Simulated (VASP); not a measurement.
# BaTiO3 in VASP: a series of runs

BaTiO3 is run at these levels: r2SCAN+U; tasks: single point.

Everything below comes from runs of VASP 6.6.1. Logs are shortened: lines on timing, memory, paths and dates and some standing lists are left out, and cuts for length are marked.

## (1) The cell of the first run

The structure is orthorhombic, space group Cmm2 (No. 35). The conventional cell has a = 5.589 Å, b = 5.596 Å, c = 4.107 Å, α = 90.00°, β = 90.00°, γ = 90.00°. Ba (site symmetry mm2) has 12 O at 2.80 to 2.90 Å and 8 Ti at 3.43 to 3.51 Å within 3.7 Å. Ti (site symmetry mm2) has 6 O at 1.87 to 2.24 Å within 2.5 Å. Within 2.6 Å of O (site symmetry 2) lie 2 Ti at 1.98 Å. Within 2.5 Å of O (site symmetry mm2) lie 2 Ti at 1.87 to 2.24 Å.

## (2) Single point, r2SCAN+U (biaxial strain in the a-b plane: -1.5 %, then relaxed in part)

Input file POSCAR:

```
BaTiO3
1.0
    2.7943046168      1.6153691688      2.2846346760
   -2.7943046168      1.6153691688      2.2846346760
    0.0000000000     -3.3532905301      2.3710121010
Ba Ti O
1 1 3
Direct
   -0.0057807851     -0.0057807851      0.0045720438
    0.4942149455      0.4942149455      0.5189668045
    0.4942269383      0.9942228808      0.4868027875
    0.4942170204      0.4942170204      0.9739565765
    0.9942228808      0.4942269383      0.4868027875
```

Input file INCAR.step1:

```
PREC = Accurate
ENCUT = 520
ISMEAR = 0
SIGMA = 0.02
LREAL = F
LASPH = T
NELM = 150
LMAXMIX = 4
LDAU = T
LDAUTYPE = 2
LDAUL = -1 2 -1
LDAUU = 0 4 0
LDAUJ = 0 0 0
NBANDS = 28
GGA = PE
ALGO = Normal
EDIFF = 1E-4
LWAVE = T
LCHARG = F
```

Input file INCAR.step2:

```
PREC = Accurate
ENCUT = 520
EDIFF = 1E-6
ISMEAR = 0
SIGMA = 0.02
LREAL = F
LASPH = T
NELM = 150
ALGO = Normal
ISIF = 2
LWAVE = F
LCHARG = T
LMAXMIX = 4
LDAU = T
LDAUTYPE = 2
LDAUL = -1 2 -1
LDAUU = 0 4 0
LDAUJ = 0 0 0
LDAUPRINT = 1
METAGGA = R2SCAN
LMIXTAU = T
LELF = T
LVHAR = T
NBANDS = 28
ISTART = 1
```

Input file KPOINTS:

```
regular mesh
0
Gamma
  6 6 6
```

Potentials or basis: VASP PAW PBE potentials, release 64 (Ba_sv, Ti_sv, O).

On the command line:

```
> cat potpaw_PBE.64/Ba_sv/POTCAR potpaw_PBE.64/Ti_sv/POTCAR potpaw_PBE.64/O/POTCAR > POTCAR
> cp INCAR.step1 INCAR
> mpirun -np 1 vasp_std > vasp.out
> cp INCAR.step2 INCAR
> mpirun -np 1 vasp_std > vasp.out
```

OUTCAR:

```text
PREC = Accurate
   ENCUT = 520
   EDIFF = 1E-6
   ISMEAR = 0
   LREAL = F
   LASPH = T
   NELM = 150
   ISIF = 2
   METAGGA = R2SCAN
   ISTART = 1

 ion  position               nearest neighbor table
   1  0.994  0.994  0.005-   4 2.80   4 2.80   3 2.80   5 2.80   3 2.80   5 2.80   4 2.80   4 2.80
                             5 2.90   3 2.90   3 2.90   5 2.90   2 3.43   2 3.43   2 3.44   2 3.44
   2  0.494  0.494  0.519-   4 1.87   3 1.98   5 1.98   3 1.98   5 1.98   4 2.24   1 3.43   1 3.43
                             1 3.44   1 3.44   1 3.50   1 3.50   1 3.51   1 3.51
   3  0.494  0.994  0.487-   2 1.98   2 1.98   1 2.80   1 2.80   1 2.90   1 2.90
   4  0.494  0.494  0.974-   2 1.87   2 2.24   1 2.80   1 2.80   1 2.80   1 2.80
   5  0.994  0.494  0.487-   2 1.98   2 1.98   1 2.80   1 2.80   1 2.90   1 2.90

  LATTYP: Found a simple monoclinic cell.
 ALAT       =     3.9543787686
 B/A-ratio  =     1.0385587646
 C/A-ratio  =     1.4132711004
 COS(beta)  =    -0.7066355502

  Lattice vectors:

 A1 = (  -2.7943046168,   1.6153691688,   2.2846346760)
 A2 = (   0.0000000000,  -3.3532905301,   2.3710121010)
 A3 = (   5.5886092336,   0.0000000000,   0.0000000000)

Analysis of symmetry for initial positions (statically):
=====================================================================
 Subroutine PRICEL returns:
 Original cell was already a primitive cell.

 Routine SETGRP: Setting up the symmetry group for a
 simple monoclinic supercell.

 Subroutine GETGRP returns: Found  1 space group operations
 (whereof  1 operations were pure point group operations)
 out of a pool of  4 trial point group operations.

The static configuration has the point symmetry C_1 .

Analysis of symmetry for dynamics (positions and initial velocities):
=====================================================================
 Subroutine PRICEL returns:
 Original cell was already a primitive cell.

 Routine SETGRP: Setting up the symmetry group for a
 simple monoclinic supercell.

 Subroutine GETGRP returns: Found  1 space group operations
 (whereof  1 operations were pure point group operations)
 out of a pool of  4 trial point group operations.

[... 153 lines left out ...]
spin component  1

  0.1481  0.0000  0.0000  0.0643 -0.0000
  0.0000  0.1936 -0.0018  0.0000  0.0674
  0.0000 -0.0018  0.1004 -0.0000  0.0026
  0.0643  0.0000 -0.0000  0.1936  0.0000
 -0.0000  0.0674  0.0026  0.0000  0.1457

spin component  2

  0.1481  0.0000  0.0000  0.0643 -0.0000
  0.0000  0.1936 -0.0018  0.0000  0.0674
  0.0000 -0.0018  0.1004 -0.0000  0.0026
  0.0643  0.0000 -0.0000  0.1936  0.0000
 -0.0000  0.0674  0.0026  0.0000  0.1457

 occupancies and eigenvectors

  o =  0.0959  v = -0.0000  0.4708  0.5775  0.0000 -0.6670  0.0000  0.0000  0.0000  0.0000  0.0000      0.0000  0.0000  0.0000  0.0000  0.0000  0.0000  0.0000  0.0000  0.0000  0.0000
  o =  0.0959  v =  0.0000  0.0000  0.0000  0.0000  0.0000 -0.0000  0.4708  0.5775  0.0000 -0.6670      0.0000  0.0000  0.0000  0.0000  0.0000  0.0000  0.0000  0.0000  0.0000  0.0000
  o =  0.1026  v = -0.0004 -0.3335  0.8164  0.0003  0.4715  0.0000  0.0000  0.0000  0.0000  0.0000      0.0000  0.0000  0.0000  0.0000  0.0000  0.0000  0.0000  0.0000  0.0000  0.0000
  o =  0.1026  v =  0.0000  0.0000  0.0000  0.0000  0.0000 -0.0004 -0.3335  0.8164  0.0003  0.4715      0.0000  0.0000  0.0000  0.0000  0.0000  0.0000  0.0000  0.0000  0.0000  0.0000
  o =  0.1026  v =  0.0000  0.0000  0.0000  0.0000  0.0000  0.8165 -0.0002  0.0004 -0.5773  0.0002      0.0000  0.0000  0.0000  0.0000  0.0000  0.0000  0.0000  0.0000  0.0000  0.0000
  o =  0.1026  v =  0.8165 -0.0002  0.0004 -0.5773  0.0002  0.0000  0.0000  0.0000  0.0000  0.0000      0.0000  0.0000  0.0000  0.0000  0.0000  0.0000  0.0000  0.0000  0.0000  0.0000
  o =  0.2390  v =  0.0000  0.0000  0.0000  0.0000  0.0000 -0.5773  0.0000 -0.0000 -0.8165  0.0000      0.0000  0.0000  0.0000  0.0000  0.0000  0.0000  0.0000  0.0000  0.0000  0.0000
  o =  0.2390  v = -0.5773  0.0000 -0.0000 -0.8165  0.0000  0.0000  0.0000  0.0000  0.0000  0.0000      0.0000  0.0000  0.0000  0.0000  0.0000  0.0000  0.0000  0.0000  0.0000  0.0000
  o =  0.2411  v =  0.0000  0.8168  0.0004  0.0000  0.5769  0.0000  0.0000  0.0000  0.0000  0.0000      0.0000  0.0000  0.0000  0.0000  0.0000  0.0000  0.0000  0.0000  0.0000  0.0000
  o =  0.2411  v =  0.0000  0.0000  0.0000  0.0000  0.0000  0.0000  0.8168  0.0004  0.0000  0.5769      0.0000  0.0000  0.0000  0.0000  0.0000  0.0000  0.0000  0.0000  0.0000  0.0000

 number of electron      40.0000011 magnetization

 Free energy of the ion-electron system (eV)
  ---------------------------------------------------
  ext. energy  EPLUGINS =         0.00000000
  ---------------------------------------------------
  free energy    TOTEN  =       -71.59490265 eV

  energy without entropy =      -71.59490265  energy(sigma->0) =      -71.59490265

 E-fermi :   4.0643     XC(G=0): -11.9044

 val. band max:        3.7738650506   @ k =   0.5000   0.5000   0.5000
 cond. band min:       6.5209841376   @ k =   0.0000   0.0000   0.0000
 fundamental gap:      2.7471190870
 Fermi energy:         4.0642700803

 k-point     1 :       0.0000    0.0000    0.0000
  band No.  band energies     occupation
      1     -56.0932      2.00000
      2     -31.2627      2.00000
      3     -31.2043      2.00000
      4     -31.2031      2.00000
      5     -21.8612      2.00000
      6     -14.2685      2.00000
[... 733 lines left out ...]
     27      10.4340      0.00000
     28      12.6310      0.00000

 [... further k-points ...]
[... 5 lines left out ...]
  --------------------------------------------------------------------------------------
  -------------------------------------------------------------------------------------
  Total        2.9629676      2.0360780      2.4212274     -0.0000011      0.5552678      0.0000069
  in kB       73.9217086     50.7971682     60.4060838     -0.0000283     13.8531202      0.0001731
  external PRESSURE =      61.7083202 kB  Pullay stress =       0.0000000 kB

 VOLUME and BASIS-vectors are now :
 -----------------------------------------------------------------------------
  energy-cutoff  :      520.00
  volume of cell :       64.22
      direct lattice vectors                 reciprocal lattice vectors
     2.794304617  1.615369169  2.284634676     0.178935395  0.103167292  0.145908114
    -2.794304617  1.615369169  2.284634676    -0.178935395  0.103167292  0.145908114
     0.000000000 -3.353290530  2.371012101     0.000000000 -0.198817689  0.140575633

 POSITION                                       TOTAL-FORCE (eV/Angst)
 -----------------------------------------------------------------------------------
      0.00000      3.19673      4.55370         0.000001      0.025112     -0.018374
      0.00000     -0.14357      3.48868        -0.000024      0.459765     -0.324714
     -1.39714      0.77200      4.55478        -0.000007     -0.005975      0.004287
      0.00000     -1.66927      4.56747         0.000003     -0.472937      0.334497
      1.39714      0.77200      4.55478         0.000028     -0.005966      0.004304
 -----------------------------------------------------------------------------------
    total drift:                               -0.000001     -0.005799      0.000657

  FREE ENERGIE OF THE ION-ELECTRON SYSTEM (eV)
  ---------------------------------------------------
  free  energy   TOTEN  =       -71.5949026540 eV

  energy  without entropy=      -71.5949026540  energy(sigma->0) =      -71.59490265
```

Run time: 7.1 min. Hardware: 1 thread of Oxide Virtual Turin-like, shared host; peak memory 0.29 GiB.

What came out:

- Free energy: -71.5949 eV
- Pressure: 6.2 GPa
- Largest force: 0.579 eV/Å
- Band gap on the k mesh: 2.75 eV, indirect (least direct gap 3.19 eV)

Forces in eV/Å, atoms in the order of the input:
```
Ba   0.000  0.025 -0.018
Ti   0.000  0.460 -0.325
O    0.000 -0.006  0.004
O    0.000 -0.473  0.334
O    0.000 -0.006  0.004
```

Stress tensor (GPa, compression positive):
```
7.39 0.00 0.00
0.00 5.08 1.39
0.00 1.39 6.04
```

Levels at points of the mesh, in eV from the valence-band top:
```csv
k point,band 16,band 17,band 18,band 19,band 20,band 21,band 22,band 23,band 24,band 25
"(0.00, 0.00, 0.00)",-1.39,-1.33,-0.58,-0.45,-0.44,2.75,2.96,2.97,4.43,4.46
"(0.50, 0.00, 0.00)",-2.06,-1.90,-1.75,-1.26,-1.11,3.12,4.39,4.45,4.47,6.25
"(0.00, 0.50, 0.00)",-2.06,-1.90,-1.75,-1.26,-1.11,3.12,4.39,4.45,4.47,6.25
"(0.50, 0.50, 0.00)",-2.88,-2.07,-0.99,-0.98,-0.07,4.50,4.50,4.81,4.97,8.28
"(0.00, 0.00, 0.50)",-2.05,-1.85,-1.84,-0.84,-0.83,2.91,4.30,4.30,4.46,6.33
"(0.50, 0.00, 0.50)",-2.66,-2.01,-1.12,-1.07,-0.35,4.32,4.49,4.77,5.29,7.89
"(0.00, 0.50, 0.50)",-2.66,-2.01,-1.12,-1.07,-0.35,4.32,4.49,4.77,5.29,7.89
"(0.50, 0.50, 0.50)",-2.41,-2.40,-0.25,-0.25,0.00,5.01,5.01,5.17,6.98,7.18
```

Eigenvalues of the final occupation matrices:
```tsv
site	spin	trace	eigenvalues
site 2 d	1	0.78	0.10 0.10 0.10 0.24 0.24
site 2 d	2	0.78	0.10 0.10 0.10 0.24 0.24
```

Caveat: the cell differs from its parent crystal (biaxial strain in the a-b plane: -1.5 %, then relaxed in part); the PAW data sets were made with another functional, which shifts forces and pressure a little; spin-orbit coupling is left out, which moves the levels of the heavy elements.

[end of part 1 of 2]
